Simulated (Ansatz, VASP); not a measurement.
## LiH in VASP and in Ansatz

The input INCAR:

```
SYSTEM = LiH
PREC = Accurate
ENCUT = 520
EDIFF = 1E-6
ISMEAR = -1
SIGMA = 0.02
LREAL = .FALSE.
LASPH = .TRUE.
NELM = 100
ALGO = Normal
ISIF = 2
LWAVE = .FALSE.
LCHARG = .FALSE.
GGA = PE
NBANDS = 9
```

Contents of KPOINTS:

```
regular mesh
0
G
  10 10 10
  0 0 0
```

File POSCAR:

```
LiH
1.0
    0.0000000000      2.0378659094      2.2486326808
    2.0378659094      0.0000000000      2.2486326808
    2.0378659094      2.0378659094      0.0000000000
Li H
1 1
Direct
    0.0000000000      0.0000000000      0.0000000000
    0.2500000000      0.2500000000      0.2500000000
```

Input for Ansatz:

```yaml
crystal:
  lattice:
    - [0.0, 2.0378659094, 2.2486326808]
    - [2.0378659094, 0.0, 2.2486326808]
    - [2.0378659094, 2.0378659094, 0.0]
  atoms:
    - { symbol: Li, position: [0.0, 0.0, 0.0] }
    - { symbol: H, position: [0.25, 0.25, 0.25] }
kpoints:
  mp_grid: { grid: [10, 10, 10] }
  band_path:
    path:
      - [0.0, 0.0, 0.0]
      - [-0.5, -0.5, 0.0]
      - [-0.375, -0.375, 0.25]
      - [-0.375, 0.0, 0.375]
      - [0.0, 0.0, 0.5]
      - [-0.5, -0.25, 0.25]
      - [-0.15, -0.075, 0.425]
      - [0.25, -0.25, -0.5]
    npoints: 1
hamiltonian:
  xc: pbe
scf:
  occupations: { method: fermi_dirac, width: 0.02 }
  n_extra_bands: 4
output:
  forces: true
  stress: true
  eigenvalues: true
  write_density: true
  write_potential: true
  elf: true
  volumetric_format: npy
```

Change from the starting cell: epitaxial_xy strain -5.0%.

Alike in both runs: task single point; functional PBE; k mesh 10 × 10 × 10; occupations fermi-dirac, width 0.02 eV; no spin polarisation.

```csv
,VASP,Ansatz
version,VASP 6.6.1,Ansatz 0.2.0
potentials or method,"VASP PAW PBE potentials, release 64 (Li_sv, H)","plane waves, PAW"
plane-wave cutoff (eV),520,420
valence electrons in the cell,4,4
```

|  | VASP | Ansatz | Ansatz less VASP |
| --- | --- | --- | --- |
| gap on the k mesh at the Fermi level (eV) | 4.10 | 4.09 | -0.006 |

Noted on VASP's run: the cutoff is short for stress, so the pressure is rough.
